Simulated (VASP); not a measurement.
Write the native input for VASP 6.6.1 that does the following.

```
Task                   : relaxation of cell and atoms
Functional             : PBEsol
Potentials or basis    : VASP PAW PBE potentials, release 64 (Mg, O)
Cutoff                 : 600 eV
k mesh                 : 12 × 12 × 6
Occupations            : gaussian, width 0.01 eV
Spin                   : no spin polarisation
Target pressure        : 35 GPa
Dipole correction      : no
Further INCAR settings : ALGO = Normal; EDIFF = 1e-07; IBRION = 2; EDIFFG = -0.001; NSW = 80; ISIF = 3
```

The structure of MgO lies in POSCAR:

```
MgO
1.0
    3.3629913130      0.0000000000      0.0000000000
   -1.6814956565      2.9124359098      0.0000000000
    0.0000000000      0.0000000000      4.0540516517
Mg O
2 2
Direct
    0.6666666667      0.3333333333      0.7500000000
    0.3333333333      0.6666666667      0.2500000000
    0.6666666667      0.3333333333      0.2500000000
    0.3333333333      0.6666666667      0.7500000000
```

The input as run:

INCAR

```
SYSTEM = MgO
PREC     = Accurate       ! precision mode
ENCUT    = 600            ! plane-wave cutoff, eV
EDIFF    = 1E-7           ! SCF threshold, eV
ISMEAR   = 0              ! smearing method
SIGMA    = 0.01           ! smearing width, eV
LREAL    = .FALSE.        ! projectors in reciprocal space
LASPH    = .TRUE.         ! aspherical terms in the spheres
NELM     = 60             ! most SCF steps
ALGO     = Normal         ! electronic algorithm
ISIF     = 3              ! what is computed and relaxed
LWAVE    = .FALSE.        ! write WAVECAR
LCHARG   = .FALSE.        ! write CHGCAR
GGA      = PS             ! functional
IBRION   = 2              ! ionic algorithm
NSW      = 80             ! ionic steps
EDIFFG   = -0.001         ! ionic threshold
PSTRESS  = 350.0
```

KPOINTS

```
Automatic mesh
0
G
  12 12 6
  0 0 0
```

Potentials or basis: VASP PAW PBE potentials, release 64 (Mg, O).

Run with:

```sh
$ cat potpaw_PBE.64/Mg/POTCAR potpaw_PBE.64/O/POTCAR > POTCAR
$ mpirun -np 1 vasp_std > vasp.out
```

Results of the run:

- Relaxed volume: 9.22 Å³/atom
- Relaxed cell: a = 3.279 Å, b = 3.279 Å, c = 3.958 Å, α = 90.00°, β = 90.00°, γ = 120.00°
- Space group after relaxing (to 0.1 Å): P6_3/mmc (No. 194)
- Energy change on relaxing (the run minimises the enthalpy): +114.7 meV/atom
- Ionic steps: 8
- Pressure after relaxing: 35.0 GPa
- Band gap on the k mesh: 4.23 eV

Caveat: the cell is relaxed towards a set pressure, so the run minimises the enthalpy, not the energy; the PAW data sets were made with another functional, which shifts forces and pressure a little.

It took 2.5 min on 1 thread of Intel(R) Xeon(R) Platinum 8375C CPU @ 2.90GHz (Ice Lake), with other jobs on the host, peak memory 0.2 GiB.
